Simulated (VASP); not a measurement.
KCdF3, 5 atoms in the cell. The structure is tetragonal, space group P4mm (No. 99). The conventional cell has a = 4.382 Å, b = 4.382 Å, c = 4.382 Å, α = 90.00°, β = 90.00°, γ = 90.00°. Within 4.1 Å of K (site symmetry 4mm) lie 12 F at 3.08 to 3.12 Å and 8 Cd at 3.78 to 3.81 Å. Within 2.9 Å of Cd (site symmetry 4mm) lie 6 F at 2.19 Å. Within 2.9 Å of F (site symmetry 4mm) lie 2 Cd at 2.19 Å. F (site symmetry 2mm) has 2 Cd at 2.19 Å within 2.9 Å. 

- Program: VASP 6.6.1
- Task: single point
- Functional: PBEsol
- Potentials or basis: VASP PAW PBE potentials, release 64 (K_sv, Cd, F)
- Cutoff: 520 eV
- k mesh: 4 × 4 × 4
- Occupations: gaussian, width 0.01 eV
- Spin: no spin polarisation
- Dipole correction: no
- Further INCAR settings: ALGO = Normal; EDIFF = 1e-06; NBANDS = 29

Potentials or basis: VASP PAW PBE potentials, release 64 (K_sv, Cd, F).

Command:

```console
$ cat potpaw_PBE.64/K_sv/POTCAR potpaw_PBE.64/Cd/POTCAR potpaw_PBE.64/F/POTCAR > POTCAR
$ mpirun -np 1 vasp_std > vasp.out
```

Hardware: 1 thread of AMD EPYC 7R43 64-Core Processor (Zen 3), on a shared host.

Task: How long does it take, and how much memory?

Result: Wall time 48 s on 1 thread of AMD EPYC 7R43 64-Core Processor (Zen 3), on a shared host, peak memory 0.18 GiB. Counts: scf iterations 14, k points 18.
